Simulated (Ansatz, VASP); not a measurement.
**HgTe: VASP beside Ansatz**

```xyz
2
Lattice="3.6464 0.0000 0.0000 0.0000 3.6464 0.0000 0.0000 0.0000 3.6464" Properties=species:S:1:pos:R:3 pbc="T T T"
Hg    0.0000    0.0000    0.0000
Te    1.8232    1.8232    1.8232
```

Change from the starting cell: volume scaled by 0.88, LAPW.

Alike in both runs: task single point; functional PBE; k mesh 11 × 11 × 11; occupations fermi-dirac, width 0.05 eV; no spin polarisation.

```csv
,VASP,Ansatz
version,VASP 6.6.1,Ansatz 0.2.0
potentials or method,"VASP PAW PBE potentials, release 64 (Hg, Te), cutoff 520 eV","all-electron LAPW, scalar-relativistic"
```

|  | VASP | Ansatz | Ansatz less VASP |
| --- | --- | --- | --- |
| pressure (GPa) | 8.2 | 8.1 | -0.17 |

Ansatz ran all-electron here, and VASP with PAW potentials.

Spin-orbit coupling is off throughout.
